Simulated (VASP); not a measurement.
A run of VASP 6.6.1 is set up as follows.

Contents of INCAR:

```
SYSTEM = Nb
PREC = Accurate ; ENCUT = 520
EDIFF = 1E-6 ; ISMEAR = -1
SIGMA = 0.2 ; LREAL = .False.
LASPH = .True. ; NELM = 100
ALGO = Normal ; ISIF = 2
LWAVE = .False. ; LCHARG = .True.
GGA = RE ; IVDW = 13
LELF = .True. ; LVHAR = .True.
NBANDS = 12
```

File KPOINTS:

```
regular mesh
0
Gamma
  12 12 12
  0 0 0
```

File POSCAR:

```
Nb
1.0
   -1.6183391774      1.6183391774      1.6183391774
    1.6183391774     -1.6183391774      1.6183391774
    1.6183391774      1.6183391774     -1.6183391774
Nb
1
Direct
    0.0000000000      0.0000000000      0.0000000000
```

Potentials or basis: VASP PAW PBE potentials, release 64 (Nb_sv).

The run is started by

```sh
$ cat potpaw_PBE.64/Nb_sv/POTCAR > POTCAR
$ mpirun -np 1 vasp_std > vasp.out
```

Q: Estimate the pressure.

A: 10.5 GPa.

Q: Estimate the dispersion energy per atom.

A: -0.527 eV.

Caveat: the PAW data sets were made with another functional, which shifts forces and pressure a little; pairwise dispersion overbinds metals, which lowers pressure and volume.
